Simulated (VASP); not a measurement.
**B: relaxation of cell and atoms with PBE**

B:

```
B
1.0
     0.00000    4.43686    4.43686
     4.43686    0.00000    4.43686
     4.43686    4.43686    0.00000
B
8
Direct
  0.80625 0.06458 0.06458
  0.18542 0.18542 0.18542
  0.18542 0.18542 0.44375
  0.18542 0.44375 0.18542
  0.06458 0.80625 0.06458
  0.06458 0.06458 0.06458
  0.06458 0.06458 0.80625
  0.44375 0.18542 0.18542
```

```yaml
Program: VASP 6.6.1
Task: relaxation of cell and atoms
Functional: PBE
Potentials_or_basis: VASP PAW PBE potentials, release 64 (B)
Cutoff: 600 eV
k_mesh: 4 × 4 × 4
Occupations: gaussian, width 0.1 eV
Spin: no spin polarisation
Dipole_correction: no
Further_INCAR_settings: ALGO = Normal; EDIFF = 1e-06; IBRION = 2; EDIFFG = -0.04; NSW = 90; ISIF = 3
```

The relaxed volume is 19.70 Å³/atom, the relaxed cell is a = 6.063 Å, b = 6.063 Å, c = 6.063 Å, α = 60.00°, β = 60.00°, γ = 60.00° and the space group after relaxing (to 0.05 Å) is Fd-3m (No. 227). The energy gained by relaxing is 236.8 meV/atom. The ionic steps are 8. The pressure after relaxing is -0.1 GPa and the largest force after relaxing is 0.004 eV/Å. The band gap on the k mesh is zero (band 12 reaches -1.38 eV, above the bottom of band 13 at -1.47 eV).

Forces in eV/Å, atoms in the order of the input:
```
B    0.003 -0.003 -0.003
B   -0.003 -0.003 -0.003
B    0.003  0.003 -0.003
B    0.003 -0.003  0.003
B   -0.003  0.003 -0.003
B    0.003  0.003  0.003
B   -0.003 -0.003  0.003
B   -0.003  0.003  0.003
```

The path:
```
step  energy change (eV)  largest force (eV/Å)  pressure (GPa)  volume (Å³)
   1              0.0000                5.0191            0.40       174.69
   2              5.2923               11.8551            0.27       176.07
   3             -1.5241                0.3447           -6.21       175.17
   4             -1.5337                0.0061           -5.98       175.14
   5             -1.8688                0.6959           -0.56       157.92
   6             -1.8698                0.6455           -0.90       158.76
   7             -1.7826                1.4474            1.97       155.18
   8             -1.8940                0.0044           -0.10       157.60
```

Final structure:
```
B
1.0
     0.00000    4.28720    4.28720
     4.28720    0.00000    4.28720
     4.28720    4.28720    0.00000
B
8
Direct
  0.78896 0.07035 0.07035
  0.17965 0.17965 0.17965
  0.17965 0.17965 0.46104
  0.17965 0.46104 0.17965
  0.07035 0.78896 0.07035
  0.07035 0.07035 0.07035
  0.07035 0.07035 0.78896
  0.46104 0.17965 0.17965
```

Levels at points of the mesh, in eV from the Fermi level:
| k point | band 9 | band 10 | band 11 | band 12 | band 13 | band 14 | band 15 | band 16 |
| --- | --- | --- | --- | --- | --- | --- | --- | --- |
| (0.00, 0.00, 0.00) | -3.81 | -0.30 | -0.30 | 0.17 | 0.17 | 0.17 | 4.54 | 5.28 |
| (0.50, 0.00, 0.00) | -2.18 | -1.28 | -0.96 | -0.96 | 0.56 | 0.56 | 3.08 | 3.08 |
| (0.50, 0.50, 0.00) | -2.23 | -2.23 | -1.41 | -1.41 | 1.16 | 1.16 | 2.19 | 2.19 |

Run time: 2.2 min on 1 thread of AMD EPYC 7R13 Processor (Zen 3) (shared host), peak memory 0.31 GiB.
